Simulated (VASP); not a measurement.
# AlN (Fm-3m) in VASP: a series of runs

The runs below take AlN through single point, with r2SCAN+rVV10.

Program: VASP 6.6.1. These are calculated values, not measurements. Logs are shortened: lines on timing, memory, paths and dates and some standing lists are left out, and cuts for length are marked.

### 1 The cell of the first run

The structure is cubic, space group Fm-3m (No. 225). Conventional cell: a = 3.951 Å, b = 3.951 Å, c = 3.951 Å, α = 90.00°, β = 90.00°, γ = 90.00°. Within 2.6 Å of Al (site symmetry m-3m) lie 6 N at 1.98 Å. N (site symmetry m-3m) has 6 Al at 1.98 Å within 2.6 Å.

### 2 Single point, r2SCAN+rVV10 (7.71 Å³/atom)

Input file POSCAR:

```
AlN
1.0
    0.0000000000      1.9754369432      1.9754369432
    1.9754369432      0.0000000000      1.9754369432
    1.9754369432      1.9754369432      0.0000000000
Al N
1 1
Direct
    0.5000000000      0.5000000000      0.5000000000
    0.0000000000      0.0000000000      0.0000000000
```

Input file INCAR.step1:

```
ALGO = Normal
EDIFF = 1E-5
ENCUT = 660
GGA = PE
GGA_COMPAT = False
ISMEAR = 0
LASPH = True
LCHARG = False
LREAL = False
LWAVE = True
NBANDS = 11
NELM = 120
PREC = Accurate
SIGMA = 0.02
```

Input file INCAR.step2:

```
ALGO = Normal
BPARAM = 11.95
CPARAM = 0.0093
EDIFF = 1E-6
ENCUT = 660
GGA_COMPAT = False
ISIF = 2
ISMEAR = 0
ISTART = 1
IVDW_NL = 2
LASPH = True
LCHARG = False
LMIXTAU = True
LREAL = False
LUSE_VDW = True
LWAVE = False
METAGGA = R2SCAN
NBANDS = 11
NELM = 120
PREC = Accurate
SIGMA = 0.02
```

Input file KPOINTS:

```
k-points
0
Gamma
  10 10 10
```

Potentials or basis: VASP PAW PBE potentials, release 64 (Al, N).

Command:

```
> cat potpaw_PBE.64/Al/POTCAR potpaw_PBE.64/N/POTCAR > POTCAR
> cp INCAR.step1 INCAR
> mpirun -np 1 vasp_std > vasp.out
> cp INCAR.step2 INCAR
> mpirun -np 1 vasp_std > vasp.out
```

OUTCAR:

```text
BPARAM = 11.95
   EDIFF = 1E-6
   ENCUT = 660
   ISIF = 2
   ISMEAR = 0
   ISTART = 1
   IVDW_NL = 2
   LASPH = True
   LREAL = False
   METAGGA = R2SCAN
   NELM = 120
   PREC = Accurate

 ion  position               nearest neighbor table
   1  0.500  0.500  0.500-   2 1.98   2 1.98   2 1.98   2 1.98   2 1.98   2 1.98
   2  0.000  0.000  0.000-   1 1.98   1 1.98   1 1.98   1 1.98   1 1.98   1 1.98

  LATTYP: Found a face centered cubic cell.
 ALAT       =     3.9508738864

  Lattice vectors:

 A1 = (   0.0000000000,   1.9754369432,   1.9754369432)
 A2 = (   1.9754369432,   0.0000000000,   1.9754369432)
 A3 = (   1.9754369432,   1.9754369432,   0.0000000000)

Analysis of symmetry for initial positions (statically):
=====================================================================
 Subroutine PRICEL returns:
 Original cell was already a primitive cell.

 Routine SETGRP: Setting up the symmetry group for a
 face centered cubic supercell.

 Subroutine GETGRP returns: Found 48 space group operations
 (whereof 48 operations were pure point group operations)
 out of a pool of 48 trial point group operations.

The static configuration has the point symmetry O_h .

Analysis of symmetry for dynamics (positions and initial velocities):
=====================================================================
 Subroutine PRICEL returns:
 Original cell was already a primitive cell.

 Routine SETGRP: Setting up the symmetry group for a
 face centered cubic supercell.

 Subroutine GETGRP returns: Found 48 space group operations
 (whereof 48 operations were pure point group operations)
 out of a pool of 48 trial point group operations.

The dynamic configuration has the point symmetry O_h .

 Subroutine INISYM returns: Found 48 space group operations
 (whereof 48 operations are pure point group operations),
 and found     1 'primitive' translations

----------------------------------------------------------------------------------------

                                     Primitive cell

  volume of cell :      15.4177

  direct lattice vectors                    reciprocal lattice vectors
     0.000000000  1.975436943  1.975436943    -0.253108560  0.253108560  0.253108560
     1.975436943  0.000000000  1.975436943     0.253108560 -0.253108560  0.253108560
     1.975436943  1.975436943  0.000000000     0.253108560  0.253108560 -0.253108560

  length of vectors
     2.793689717  2.793689717  2.793689717     0.438396886  0.438396886  0.438396886

  position of ions in fractional coordinates (direct lattice)
     0.500000000  0.500000000  0.500000000
     0.000000000  0.000000000  0.000000000

  ion indices of the primitive-cell ions
   primitive index   ion index
                 1           1
                 2           2

----------------------------------------------------------------------------------------

 KPOINTS: k-points

Automatic generation of k-mesh.
 Grid dimensions read from file:
 generate k-points for:   10   10   10

 Generating k-lattice:

  Cartesian coordinates                     Fractional coordinates (reciprocal lattice)
    -0.025310856  0.025310856  0.025310856     0.100000000  0.000000000  0.000000000
     0.025310856 -0.025310856  0.025310856     0.000000000  0.100000000  0.000000000
     0.025310856  0.025310856 -0.025310856     0.000000000  0.000000000  0.100000000

  Length of vectors
     0.043839689  0.043839689  0.043839689

  Shift w.r.t. Gamma in fractional coordinates (k-lattice)
     0.000000000  0.000000000  0.000000000

 Subroutine IBZKPT returns following result:
 ===========================================

 Found     47 irreducible k-points:

 Following reciprocal coordinates:
            Coordinates               Weight
  0.000000  0.000000  0.000000      1.000000
  0.100000  0.000000  0.000000      8.000000
  0.200000  0.000000  0.000000      8.000000
  0.300000  0.000000  0.000000      8.000000
  0.400000  0.000000  0.000000      8.000000
  0.500000  0.000000  0.000000      4.000000
[... 16 lines left out ...]
  0.300000  0.300000  0.000000      6.000000
  0.400000  0.300000  0.000000     24.000000
 [... further k-points ...]
   k-points           NKPTS =     47   k-points in BZ     NKDIM =     47   number of bands    NBANDS=     11
   number of dos      NEDOS =    301   number of ions     NIONS =      2
   total plane-waves  NPLWV =  13824
   dimension x,y,z NGX =    24 NGY =   24 NGZ =   24
   dimension x,y,z NGXF=    48 NGYF=   48 NGZF=   48
   ions per type =               1   1
   NGX,Y,Z   is equivalent  to a cutoff of  14.28, 14.28, 14.28 a.u.
   NGXF,Y,Z  is equivalent  to a cutoff of  28.56, 28.56, 28.56 a.u.
 SYSTEM =  unknown system
   PREC   = accura    normal or accurate (medium, high low for compatibility)
   ISTART =      1    job   : 0-new  1-cont  2-samecut
   ICHARG =      0    charge: 1-file 2-atom 10-const
   ISPIN  =      1    spin polarized calculation?
   LNONCOLLINEAR =      F non collinear calculations
   LSORBIT =      F    spin-orbit coupling
   LASPH  =      T    aspherical Exc in radial PAW
   ENCUT  =  660.0 eV  48.51 Ry    6.96 a.u.   5.85  5.85  5.85*2*pi/ulx,y,z
   NELM   =    120;   NELMIN=  2; NELMDL=  0     # of ELM steps
   EDIFF  = 0.1E-05   stopping-criterion for ELM
   LREAL  =      F    real-space projection
   EDIFFG = 0.1E-04   stopping-criterion for IOM
   NSW    =      0    number of steps for IOM
   IBRION =     -1    ionic relax: 0-MD 1-quasi-New 2-CG
   NFREE  =      0    steps in history (QN), initial steepest desc. (CG)
   ISIF   =      2    stress and relaxation
   ISYM   =      2    0-nonsym 1-usesym 2-fastsym
   POTIM  = 0.5000    time-step for ionic-motion
   TEBEG  =    0.0;   TEEND  =   0.0 temperature during run
   PSTRESS=    0.0 pullay stress
   NELECT =       8.0000    total number of electrons
   NUPDOWN=      -1.0000    fix difference up-down
   EMIN   =  10.00;   EMAX   =-10.00  energy-range for DOS
   EFERMI =   0.00;   METHOD = LEGACY
   ISMEAR =     0;   SIGMA  =   0.02  broadening in eV -4-tet -1-fermi 0-gaus
   EFERMI_NEDOS =   21; number of points for ismear=-14 and -15
   IALGO  =     38    algorithm
   IMIX   =      4    mixing-type and parameters
     AMIX     =   0.40;   BMIX     =  1.00
     AMIX_MAG =   1.60;   BMIX_MAG =  1.00
  volume/ion in A,a.u.               =       7.71        52.02
  Fermi-wavevector in a.u.,A,eV,Ry     =   1.315523  2.485977 23.546240  1.730600
  Thomas-Fermi vector in A             =   2.445699
   LORBIT       =      0    0 simple, 1 ext, 2 COOP (PROOUT), +10 PAW based schemes
   METAGGA = R2SCAN    functional components
   LHFCALC =     F    Hartree Fock is set to
   AEXX    =    0.0000 exact exchange contribution
   IVDW_NL    =     2    kernel type
   BPARAM     =11.9500
   IVDW    =     0    specifies the selected vdW correction
   LEPSILON=     F    determine dielectric tensor
   LRPA    =     F    only Hartree local field effects (RPA)
 non-spin polarized calculation
 Gauss-broadening in eV      SIGMA  =   0.02
  energy-cutoff  :      660.00
  volume of cell :       15.42
 maximum number of plane-waves:       609
   NGX = 11   NGY = 11   NGZ = 11

 number of electron       8.0000000 magnetization

 Free energy of the ion-electron system (eV)
  ---------------------------------------------------
  ext. energy  EPLUGINS =         0.00000000
  ---------------------------------------------------
  free energy    TOTEN  =       -18.69796575 eV

  energy without entropy =      -18.69796575  energy(sigma->0) =      -18.69796575

 E-fermi :  10.8252     XC(G=0): -13.2517

 val. band max:       10.6879639998   @ k =   0.0000   0.0000   0.0000
 cond. band min:      16.5124149531   @ k =   0.5000   0.5000   0.0000
 fundamental gap:      5.8244509533
 Fermi energy:        10.8251570341

 k-point     1 :       0.0000    0.0000    0.0000
  band No.  band energies     occupation
      1      -8.3802      2.00000
      2      10.6880      2.00000
      3      10.6880      2.00000
      4      10.6880      2.00000
      5      18.2634      0.00000
      6      23.8079      0.00000
      7      23.8079      0.00000
      8      23.8079      0.00000
      9      29.7733      0.00000
     10      29.7959      0.00000
     11      29.7959      0.00000

 k-point     2 :       0.1000    0.0000    0.0000
  band No.  band energies     occupation
      1      -8.1569      2.00000
      2       9.6415      2.00000
      3      10.5401      2.00000
      4      10.5402      2.00000
      5      18.8497      0.00000
      6      22.9921      0.00000
      7      24.1683      0.00000
      8      24.1683      0.00000
      9      28.5817      0.00000
     10      28.5817      0.00000
     11      31.2595      0.00000

 k-point     3 :       0.2000    0.0000    0.0000
  band No.  band energies     occupation
      1      -7.5079      2.00000
      2       7.3495      2.00000
      3      10.1823      2.00000
      4      10.1823      2.00000
      5      19.2340      0.00000
      6      22.8777      0.00000
      7      24.5872      0.00000
      8      24.5872      0.00000
      9      27.9350      0.00000
     10      27.9350      0.00000
     11      30.8749      0.00000
[... 267 lines left out ...]
 k-point    23 :       0.3000    0.3000    0.0000
  band No.  band energies     occupation
      1      -5.9310      2.00000
      2       5.4934      2.00000
      3       8.4464      2.00000
      4       8.4464      2.00000
      5      18.0232      0.00000
      6      19.2589      0.00000
      7      24.4232      0.00000
      8      28.3848      0.00000
      9      28.3848      0.00000
     10      32.7905      0.00000
     11      37.4720      0.00000

 k-point    24 :       0.4000    0.3000    0.0000
  band No.  band energies     occupation
      1      -5.1105      2.00000
      2       4.3522      2.00000
      3       7.6118      2.00000
      4       8.1582      2.00000
      5      17.8621      0.00000
      6      18.9037      0.00000
      7      24.8725      0.00000
      8      28.3936      0.00000
      9      29.3742      0.00000
     10      34.3825      0.00000
     11      38.1257      0.00000

 [... further k-points ...]

------------------------ aborting loop because EDIFF is reached ----------------------------------------

  FORCE on cell =-STRESS in cart. coord.  units (eV):
  Direction    XX          YY          ZZ          XY          YZ          ZX
  --------------------------------------------------------------------------------------
  -------------------------------------------------------------------------------------
  Total        1.8108082      1.8108082      1.8108082     -0.0000000      0.0000000      0.0000000
  in kB      188.1756953    188.1756953    188.1756953     -0.0000000      0.0000000      0.0000000
  external PRESSURE =     188.1756953 kB  Pullay stress =       0.0000000 kB

 VOLUME and BASIS-vectors are now :
 -----------------------------------------------------------------------------
  energy-cutoff  :      660.00
  volume of cell :       15.42
      direct lattice vectors                 reciprocal lattice vectors
     0.000000000  1.975436943  1.975436943    -0.253108560  0.253108560  0.253108560
     1.975436943  0.000000000  1.975436943     0.253108560 -0.253108560  0.253108560
     1.975436943  1.975436943  0.000000000     0.253108560  0.253108560 -0.253108560

 POSITION                                       TOTAL-FORCE (eV/Angst)
 -----------------------------------------------------------------------------------
      1.97544      1.97544      1.97544        -0.000000     -0.000000     -0.000000
      0.00000      0.00000      0.00000         0.000000      0.000000      0.000000
 -----------------------------------------------------------------------------------
    total drift:                                0.000000     -0.000000     -0.000000

  FREE ENERGIE OF THE ION-ELECTRON SYSTEM (eV)
  ---------------------------------------------------
  free  energy   TOTEN  =       -18.6979657506 eV

  energy  without entropy=      -18.6979657506  energy(sigma->0) =      -18.69796575
```

It took 75 s on 1 thread of Intel Xeon 8259CL, shared host; peak memory 0.21 GiB.

What came out:

```yaml
Free_energy: -18.6980 eV
Pressure: 18.8 GPa
Band_gap_on_the_k_mesh: 5.82 eV (least direct gap 7.58 eV)
```

Caveat: the cell stands under pressure; the PAW data sets were made with another functional, which shifts forces and pressure a little. A k mesh can miss the band edges.

### 3 Single point, r2SCAN+rVV10

This run uses another cell than the first one, of 8.20 Å³/atom.

Input file POSCAR:

```
AlN
1.0
    0.0000000000      2.0166036713      2.0166036713
    2.0166036713      0.0000000000      2.0166036713
    2.0166036713      2.0166036713      0.0000000000
Al N
1 1
Direct
    0.5000000000      0.5000000000      0.5000000000
    0.0000000000      0.0000000000      0.0000000000
```

Input file INCAR.step1:

```
SYSTEM = AlN
PREC = Accurate ; ENCUT = 660
ISMEAR = 0 ; SIGMA = 0.02
LREAL = .FALSE. ; LASPH = .TRUE.
NELM = 120 ; NBANDS = 11
GGA = PE ; ALGO = Normal
EDIFF = 1E-5 ; LWAVE = .TRUE.
LCHARG = .FALSE. ; GGA_COMPAT = .FALSE.
```

Input file INCAR.step2:

```
SYSTEM = AlN
PREC = Accurate ; ENCUT = 660
EDIFF = 1E-6 ; ISMEAR = 0
SIGMA = 0.02 ; LREAL = .FALSE.
LASPH = .TRUE. ; NELM = 120
ALGO = Normal ; ISIF = 2
LWAVE = .FALSE. ; LCHARG = .FALSE.
METAGGA = R2SCAN ; LMIXTAU = .TRUE.
LUSE_VDW = .TRUE. ; IVDW_NL = 2
BPARAM = 11.95 ; CPARAM = 0.0093
NBANDS = 11 ; ISTART = 1
GGA_COMPAT = .FALSE.
```

Input file KPOINTS:

```
Automatic mesh
0
G
  10 10 10
  0 0 0
```

Potentials or basis: VASP PAW PBE potentials, release 64 (Al, N).

Command:

```
> cat potpaw_PBE.64/Al/POTCAR potpaw_PBE.64/N/POTCAR > POTCAR
> cp INCAR.step1 INCAR
> mpirun -np 1 vasp_std > vasp.out
> cp INCAR.step2 INCAR
> mpirun -np 1 vasp_std > vasp.out
```

Wall time 80 s (1 thread of Intel Xeon 8259CL, shared host); peak memory 0.21 GiB.

Results (log left out):

```
Free energy            : -18.7514 eV
Pressure               : -0.6 GPa
Band gap on the k mesh : 5.54 eV (least direct gap 6.61 eV)
```

Levels at points of the mesh, in eV from the valence-band top:
| k point | band 2 | band 3 | band 4 | band 5 | band 6 | band 7 |
| --- | --- | --- | --- | --- | --- | --- |
| (0.00, 0.00, 0.00) | 0.00 | 0.00 | 0.00 | 6.61 | 12.91 | 12.91 |
| (0.50, 0.00, 0.00) | -8.51 | -1.17 | -1.17 | 6.93 | 11.95 | 11.95 |
| (0.50, 0.50, 0.00) | -7.61 | -2.92 | -2.92 | 5.54 | 5.94 | 15.45 |

Caveat: the PAW data sets were made with another functional, which shifts forces and pressure a little. A k mesh can miss the band edges.

### 4 Single point, r2SCAN+rVV10 (7.95 Å³/atom)

This run uses another cell than the first one, of 7.95 Å³/atom.

Input file POSCAR:

```
AlN
1.0
    0.0000000000      1.9962325445      1.9962325445
    1.9962325445      0.0000000000      1.9962325445
    1.9962325445      1.9962325445      0.0000000000
Al N
1 1
Direct
    0.5000000000      0.5000000000      0.5000000000
    0.0000000000      0.0000000000      0.0000000000
```

Input file INCAR.step1:

```
  PREC = Accurate
  ENCUT = 660
  ISMEAR = 0
  SIGMA = 0.02
  LREAL = F
  LASPH = T
  NELM = 120
  NBANDS = 11
  GGA = PE
  ALGO = Normal
  EDIFF = 1E-5
  LWAVE = T
  LCHARG = F
  GGA_COMPAT = F
```

Input file INCAR.step2:

```
  PREC = Accurate
  ENCUT = 660
  EDIFF = 1E-6
  ISMEAR = 0
  SIGMA = 0.02
  LREAL = F
  LASPH = T
  NELM = 120
  ALGO = Normal
  ISIF = 2
  LWAVE = F
  LCHARG = T
  METAGGA = R2SCAN
  LMIXTAU = T
  LUSE_VDW = T
  IVDW_NL = 2
  BPARAM = 11.95
  CPARAM = 0.0093
  LELF = T
  LVHAR = T
  NBANDS = 11
  ISTART = 1
  GGA_COMPAT = F
```

Input file KPOINTS:

```
Automatic mesh
0
Gamma
  10 10 10
```

Command:

```
> cat potpaw_PBE.64/Al/POTCAR potpaw_PBE.64/N/POTCAR > POTCAR
> cp INCAR.step1 INCAR
> mpirun -np 1 vasp_std > vasp.out
> cp INCAR.step2 INCAR
> mpirun -np 1 vasp_std > vasp.out
```

It took 83 s on 1 thread of Intel Xeon 8259CL, shared host; peak memory 0.21 GiB.

Results (log left out):

| Quantity | Value |
| --- | --- |
| Free energy | -18.7397 eV |
| Pressure | 8.4 GPa |
| Band gap on the k mesh | 5.85 eV (least direct gap 7.08 eV) |

Levels at points of the mesh, in eV from the valence-band top:
| k point | band 2 | band 3 | band 4 | band 5 | band 6 | band 7 |
| --- | --- | --- | --- | --- | --- | --- |
| (0.00, 0.00, 0.00) | 0.00 | 0.00 | 0.00 | 7.08 | 13.01 | 13.01 |
| (0.50, 0.00, 0.00) | -8.71 | -1.23 | -1.23 | 7.13 | 12.21 | 12.21 |
| (0.50, 0.50, 0.00) | -7.83 | -3.00 | -3.00 | 5.85 | 5.88 | 15.84 |

Caveat: the cell stands under pressure; the PAW data sets were made with another functional, which shifts forces and pressure a little. A k mesh can miss the band edges.

### 5 Overview

| cell | gap on the mesh (eV) | pressure (GPa) |
| --- | --- | --- |
| a = 2.794 Å, angles 60.0°, 2 atoms | 5.82 | 18.8 |
| a = 2.852 Å, angles 60.0°, 2 atoms | 5.54 | -0.6 |
| a = 2.823 Å, angles 60.0°, 2 atoms | 5.85 | 8.4 |

Alike in all rows: task single point; level r2SCAN+rVV10; potentials or basis VASP PAW PBE potentials, release 64 (Al, N); no spin polarisation; k mesh 10 × 10 × 10; cutoff (eV) 660; smearing gaussian 0.02 eV.

Caveats: the PAW data sets were made with another functional, which shifts forces and pressure a little; the cell stands under pressure (at least some runs).

Absolute energies hang on the potentials; compare differences alone.
